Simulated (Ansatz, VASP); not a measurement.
Two plane-wave programs on Bi2Te3

```
Bi Te
1.0
     2.16336    1.24902   10.02828
    -2.16336    1.24902   10.02828
     0.00000   -2.49803   10.02828
Bi Te
2 3
Direct
  0.40000 0.40000 0.40000
  0.60000 0.60000 0.60000
  0.00000 0.00000 0.00000
  0.20950 0.20950 0.20950
  0.79050 0.79050 0.79050
```

Alike in both runs: task single point; functional PBE; dispersion D4; k mesh 6 × 6 × 6; no spin polarisation.

|  | VASP | Ansatz |
| --- | --- | --- |
| version | VASP 6.6.1 | Ansatz 0.2.0 |
| potentials or method | VASP PAW PBE potentials, release 64 (Bi_d, Te), cutoff 520 eV | plane waves, PAW |
| occupations | gaussian, width 0.01 eV | fixed |
| valence electrons in the cell | 48 | 78 |

|  | VASP | Ansatz | Ansatz less VASP |
| --- | --- | --- | --- |
| pressure (GPa) | 1.9 | 1.9 | +0.01 |

VASP's potentials hold 48 valence electrons a cell and Ansatz's 78, so a difference there can come from the potentials and not from the codes.

Spin-orbit coupling is off throughout.
